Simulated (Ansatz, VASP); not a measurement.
## Two plane-wave programs on Na

The input INCAR:

```
  ALGO = Normal
  EDIFF = 1E-6
  ENCUT = 520
  GGA = RE
  ISIF = 2
  ISMEAR = -1
  LASPH = T
  LCHARG = F
  LREAL = F
  LWAVE = F
  NBANDS = 10
  NELM = 60
  PREC = Accurate
  SIGMA = 0.1
```

The input KPOINTS:

```
k-points
0
Gamma
  17 17 17
```

The input POSCAR:

```
Na
1.0
   -2.2241098719      2.2241098719      2.2241098719
    2.2241098719     -2.2241098719      2.2241098719
    2.2241098719      2.2241098719     -2.2241098719
Na
1
Direct
    0.0000000000      0.0000000000      0.0000000000
```

Input for Ansatz:

```yaml
crystal:
  lattice:
    - [-2.2241098719, 2.2241098719, 2.2241098719]
    - [2.2241098719, -2.2241098719, 2.2241098719]
    - [2.2241098719, 2.2241098719, -2.2241098719]
  atoms:
    - { symbol: Na, position: [0.0, 0.0, 0.0] }
hamiltonian:
  xc: revpbe
  pseudopotentials:
    kind: paw
    azcp:
      Na: "pseudopotentials/Na.paw.azcp"
basis:
  ecutwfc: 420
  fft_grid_basis: typed
kpoints:
  mp_grid: { grid: [17, 17, 17], shift: [0, 0, 0] }
magnetization:
  spin_polarized: false
scf:
  occupations: { method: fermi_dirac, width: 0.1 }
output:
  stress: true
```

Alike in both runs: task single point; functional revPBE; k mesh 17 × 17 × 17; occupations fermi-dirac, width 0.1 eV; no spin polarisation.

|  | VASP | Ansatz |
| --- | --- | --- |
| version | VASP 6.6.1 | Ansatz 0.2.0 |
| potentials or method | VASP PAW PBE potentials, release 64 (Na_pv), cutoff 520 eV | plane waves (420 eV) with PAW, scalar-relativistic |
| valence electrons in the cell | 7 | 9 |

```tsv
	VASP	Ansatz	Ansatz less VASP
pressure (GPa)	-0.6	-0.6	-0.01
```

VASP's potentials were made for PBE, not for revPBE. VASP's potentials hold 7 valence electrons a cell and Ansatz's 9, so a difference there can come from the potentials and not from the codes.
